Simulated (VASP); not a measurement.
Mo:

```
Mo
1.0
     2.82448   -0.01805   -0.04836
    -1.42787    2.31755    0.01455
    -0.04517   -0.01038    2.53733
Mo
1
Direct
  0.00000 0.00000 0.50000
```

Program: VASP 6.6.1. Alike in all runs: task single point; no spin polarisation; cell as given; cutoff (eV) 520.

Q: Order these runs on this cell by their pressure, lowest first.
A. level LDA; potentials or basis VASP PAW LDA potentials, release 64 (Mo_sv); k mesh 8 × 8 × 8; smearing gaussian 0.1 eV
B. level HSE06; potentials or basis VASP PAW PBE potentials, release 64 (Mo_sv); k mesh 6 × 7 × 6; smearing fermi-dirac 0.05 eV; grid for exact exchange (PRECFOCK) Normal; share of exact exchange 0.25; screening parameter 0.2079 1/Å
C. level PBEsol; potentials or basis VASP PAW PBE potentials, release 64 (Mo_sv); k mesh 10 × 10 × 9; smearing fermi-dirac 0.1 eV

A: A (-7.1 GPa), B (-4.4 GPa), C (-2.3 GPa).

Caveats: some runs use coarse meshes; the PAW data sets were made with another functional, which shifts forces and pressure a little (at least some runs); the stress differs along the axes, from -11 to -1 GPa (at least some runs).
